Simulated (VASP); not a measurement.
# MoS2 (P6_3/mmc) in VASP: notebook, part 3 of 3

VASP 6.6.1. The steps go on from the part before.

## 6. Single point, PBE

This run uses another cell than the first one, of 19.20 Å³/atom, 1.103 times its volume.

INCAR

```
SYSTEM = MoS2
ALGO     = Normal         ! electronic algorithm
EDIFF    = 1E-7           ! SCF threshold, eV
ENCUT    = 520            ! plane-wave cutoff, eV
GGA      = PE             ! functional
ISIF     = 2              ! what is computed and relaxed
ISMEAR   = -1             ! smearing method
LASPH    = .True.         ! aspherical terms in the spheres
LCHARG   = .False.        ! write CHGCAR
LREAL    = .False.        ! projectors in reciprocal space
LWAVE    = .False.        ! write WAVECAR
NBANDS   = 35             ! bands
NELM     = 80             ! most SCF steps
PREC     = Accurate       ! precision mode
SIGMA    = 0.1            ! smearing width, eV
```

KPOINTS

```
k-points
0
Gamma
  8 8 2
  0 0 0
```

POSCAR

```
MoS2
1.0
    3.2463229892      0.0000000000      0.0000000000
   -1.6231614946      2.8113935630      0.0000000000
    0.0000000000      0.0000000000     12.6247032247
Mo S
2 4
Direct
    0.3333333333      0.6666666667      0.2500000000
    0.6666666667      0.3333333333      0.7500000000
    0.3333333333      0.6666666667      0.6230000000
    0.6666666667      0.3333333333      0.1230000000
    0.3333333333      0.6666666667      0.8770000000
    0.6666666667      0.3333333333      0.3770000000
```

Potentials or basis: VASP PAW PBE potentials, release 64 (Mo_sv, S).

On the command line:

```console
$ cat potpaw_PBE.64/Mo_sv/POTCAR potpaw_PBE.64/S/POTCAR > POTCAR
$ mpirun -np 1 vasp_std > vasp.out
```

OUTCAR:

```text
SYSTEM = MoS2
   EDIFF = 1E-7
   ENCUT = 520
   GGA = PE
   ISIF = 2
   ISMEAR = -1
   LASPH = .True.
   LREAL = .False.
   NELM = 80
   PREC = Accurate

 ion  position               nearest neighbor table
   1  0.333  0.667  0.250-   4 2.47   6 2.47   4 2.47   6 2.47   4 2.47   6 2.47
   2  0.667  0.333  0.750-   3 2.47   5 2.47   3 2.47   5 2.47   3 2.47   5 2.47
   3  0.333  0.667  0.623-   2 2.47   2 2.47   2 2.47
   4  0.667  0.333  0.123-   1 2.47   1 2.47   1 2.47
   5  0.333  0.667  0.877-   2 2.47   2 2.47   2 2.47
   6  0.667  0.333  0.377-   1 2.47   1 2.47   1 2.47

  LATTYP: Found a hexagonal cell.
 ALAT       =     3.2463229892
 C/A-ratio  =     3.8889239508

  Lattice vectors:

 A1 = (   3.2463229892,   0.0000000000,   0.0000000000)
 A2 = (  -1.6231614946,   2.8113935630,   0.0000000000)
 A3 = (   0.0000000000,   0.0000000000,  12.6247032247)

Analysis of symmetry for initial positions (statically):
[... 10 lines left out ...]

The static configuration has the point symmetry D_3d.
 The point group associated with its full space group is D_6h.

[... 163 lines left out ...]
 E-fermi :   6.8841     XC(G=0): -10.4627

 val. band max:        6.5127727775   @ k =   0.0000   0.0000   0.0000
 cond. band min:       7.5392557422   @ k =   0.2500   0.1250   0.0000
 fundamental gap:      1.0264829647
 Fermi energy:         6.8840709881

 k-point     1 :       0.0000    0.0000    0.0000
  band No.  band energies     occupation
      1     -54.9873      2.00000
      2     -54.9873      2.00000
      3     -29.0737      2.00000
      4     -29.0736      2.00000
      5     -28.9242      2.00000
      6     -28.9242      2.00000
[... 749 lines left out ...]
     34      10.2495      0.00000
     35      12.8889      0.00000

------------------------ aborting loop because EDIFF is reached ----------------------------------------

  FORCE on cell =-STRESS in cart. coord.  units (eV):
  Direction    XX          YY          ZZ          XY          YZ          ZX
  --------------------------------------------------------------------------------------
  -------------------------------------------------------------------------------------
  Total       -5.2060615     -5.2060444     -5.7368229     -0.0000000     -0.0000000      0.0000000
  in kB      -72.3911245    -72.3908868    -79.7714480     -0.0000000     -0.0000000      0.0000000
  external PRESSURE =     -74.8511531 kB  Pullay stress =       0.0000000 kB

 VOLUME and BASIS-vectors are now :
 -----------------------------------------------------------------------------
  energy-cutoff  :      520.00
  volume of cell :      115.22
      direct lattice vectors                 reciprocal lattice vectors
     3.246322989  0.000000000  0.000000000     0.308040821  0.177847743  0.000000000
    -1.623161495  2.811393563  0.000000000     0.000000000  0.355695486  0.000000000
     0.000000000  0.000000000 12.624703225     0.000000000  0.000000000  0.079209783

 POSITION                                       TOTAL-FORCE (eV/Angst)
 -----------------------------------------------------------------------------------
     -0.00000      1.87426      3.15618        -0.000000     -0.000000      0.000000
      1.62316      0.93713      9.46853         0.000000      0.000000      0.000000
     -0.00000      1.87426      7.86519        -0.000000      0.000000      1.102968
      1.62316      0.93713      1.55284        -0.000000      0.000000      1.102968
     -0.00000      1.87426     11.07186         0.000000      0.000000     -1.102968
      1.62316      0.93713      4.75951        -0.000000     -0.000000     -1.102968
 -----------------------------------------------------------------------------------
    total drift:                               -0.000000      0.000000     -0.000000

  FREE ENERGIE OF THE ION-ELECTRON SYSTEM (eV)
  ---------------------------------------------------
  free  energy   TOTEN  =       -43.4600448209 eV

  energy  without entropy=      -43.4592586389  energy(sigma->0) =      -43.45965173
```

stdout:

```text
POSCAR found type information on POSCAR MoS
 POSCAR found :  2 types and       6 ions
 scaLAPACK will be used
 LDA part: xc-table for (Slater+PW92), standard interpolation
 POSCAR, INCAR and KPOINTS ok, starting setup
 FFT: planning ... GRIDC
 FFT: planning ... GRID_SOFT
 FFT: planning ... GRID
 WAVECAR not read
 entering main loop
```

Run time: 65 s. Hardware: 1 thread of AMD EPYC 7R13 (Zen 3), shared host; peak memory 0.21 GiB.

Results:

| Property | Result |
| --- | --- |
| Free energy | -43.4600 eV |
| Pressure | -7.5 GPa |
| Largest force | 1.103 eV/Å |
| Band gap on the k mesh | 1.03 eV, indirect (least direct gap 1.75 eV) |

Forces on the atoms (eV/Å):
```
Mo   0.000  0.000  0.000
Mo   0.000  0.000  0.000
S    0.000  0.000  1.103
S    0.000  0.000  1.103
S    0.000  0.000 -1.103
S    0.000  0.000 -1.103
```

Caveat: this functional lacks dispersion, which binds the layers, so the pressure and a relaxed spacing across them are unreliable; forces of over 1 eV/Å act on the atoms, so gaps and moduli don't describe the material at rest. A k mesh can miss the band edges.

## 7. Single point, PBE

This run uses another cell than the first one, of 19.65 Å³/atom, 1.128 times its volume.

INCAR

```
  PREC = Accurate
  ENCUT = 520
  EDIFF = 1E-6
  ISMEAR = -1
  SIGMA = 0.1
  LREAL = False
  LASPH = True
  NELM = 80
  ALGO = Normal
  ISIF = 2
  LWAVE = False
  LCHARG = False
  GGA = PE
  NBANDS = 35
```

KPOINTS

```
Automatic mesh
0
Gamma
  8 8 2
```

Edit POSCAR of step 6 so:

```diff
@@ -2,5 +2,5 @@
 1.0
-    3.2463229892      0.0000000000      0.0000000000
-   -1.6231614946      2.8113935630      0.0000000000
-    0.0000000000      0.0000000000     12.6247032247
+    3.2712956859      0.0000000000      0.0000000000
+   -1.6356478429      2.8330205173      0.0000000000
+    0.0000000000      0.0000000000     12.7218201429
 Mo S
```

On the command line:

```console
$ cat potpaw_PBE.64/Mo_sv/POTCAR potpaw_PBE.64/S/POTCAR > POTCAR
$ mpirun -np 1 vasp_std > vasp.out
```

Wall time 53 s (1 thread of AMD EPYC 7R13 (Zen 3), shared host); peak memory 0.21 GiB.

It converged, with:

```yaml
Free_energy: -43.3156 eV
Pressure: -9.9 GPa
Largest_force: 1.384 eV/Å
Band_gap_on_the_k_mesh: 1.03 eV, indirect (least direct gap 1.69 eV)
```

Forces on the atoms (eV/Å):
```
Mo   0.000  0.000  0.000
Mo   0.000  0.000  0.000
S    0.000  0.000  1.384
S    0.000  0.000  1.384
S    0.000  0.000 -1.384
S    0.000  0.000 -1.384
```

Stress tensor (GPa, compression positive):
```
 -9.51   0.00   0.00
  0.00  -9.51   0.00
  0.00   0.00 -10.55
```

Levels at points of the mesh, in eV from the valence-band top:
```csv
k point,band 24,band 25,band 26,band 27,band 28,band 29
"(0.00, 0.00, 0.00)",-1.10,-0.85,0.00,1.97,1.97,2.00
"(0.50, 0.00, 0.00)",-1.40,-1.15,-1.04,1.47,1.51,1.84
"(0.00, 0.00, 0.50)",-1.88,-0.21,-0.21,1.97,1.97,1.97
"(0.50, 0.00, 0.50)",-1.48,-1.09,-1.09,1.49,1.49,1.94
```

Caveat: this functional lacks dispersion, which binds the layers, so the pressure and a relaxed spacing across them are unreliable; forces of over 1 eV/Å act on the atoms, so gaps and moduli don't describe the material at rest. Expect the measured gap to be larger: semilocal functionals such as PBE lack the derivative discontinuity.

## 8. Summary

| cell | gap on the mesh (eV) | pressure (GPa) | largest force (eV/Å) |
| --- | --- | --- | --- |
| a = 3.142, b = 3.142, c = 12.220 Å, angles 90.0, 90.0, 120.0°, 6 atoms | 0.98 | 5.9 | 0.34 |
| a = 3.169, b = 3.169, c = 12.324 Å, angles 90.0, 90.0, 120.0°, 6 atoms | 0.99 | 1.9 | 0.08 |
| a = 3.195, b = 3.195, c = 12.426 Å, angles 90.0, 90.0, 120.0°, 6 atoms | 1.01 | -1.7 | 0.45 |
| a = 3.221, b = 3.221, c = 12.526 Å, angles 90.0, 90.0, 120.0°, 6 atoms | 1.02 | -4.8 | 0.79 |
| a = 3.246, b = 3.246, c = 12.625 Å, angles 90.0, 90.0, 120.0°, 6 atoms | 1.03 | -7.5 | 1.10 |
| a = 3.271, b = 3.271, c = 12.722 Å, angles 90.0, 90.0, 120.0°, 6 atoms | 1.03 | -9.9 | 1.38 |

Alike in all rows: task single point; level PBE; potentials or basis VASP PAW PBE potentials, release 64 (Mo_sv, S); no spin polarisation; k mesh 8 × 8 × 2; cutoff (eV) 520; smearing fermi-dirac 0.1 eV.

Caveats: this functional lacks dispersion, which binds the layers, so the pressure and a relaxed spacing across them are unreliable; forces of over 1 eV/Å act on the atoms, so gaps and moduli don't describe the material at rest (some runs).

Total energies depend on the potentials used, so only differences within one code and one set of settings carry meaning.

## 9. Comparison with measurements

Step 3. Against the measured gap of MoS2, 1.3 eV (indirect; 300 K; “Multiwavelength excitation Raman Scattering Analysis of bulk and 2 dimensional MoS2: Vibrational properties of atomically thin MoS2 layers”, 2015, arxiv:1506.03228), the calculated 0.99 eV is off by -0.31 eV. Spin-orbit coupling on Mo is left out. The value is that of PBE on a finite k mesh, which can miss the band edges, without temperature or zero-point motion. Semilocal functionals fall short of measured gaps as a rule.

Step 4. Measured gap of MoS2: 1.3 eV (indirect; 300 K; “Multiwavelength excitation Raman Scattering Analysis of bulk and 2 dimensional MoS2: Vibrational properties of atomically thin MoS2 layers”, 2015, arxiv:1506.03228). This calculation gives 1.01 eV (-0.29 eV). Spin-orbit coupling on Mo is left out. The value is that of PBE on a finite k mesh, which can miss the band edges, without temperature or zero-point motion. Semilocal functionals fall short of measured gaps as a rule.
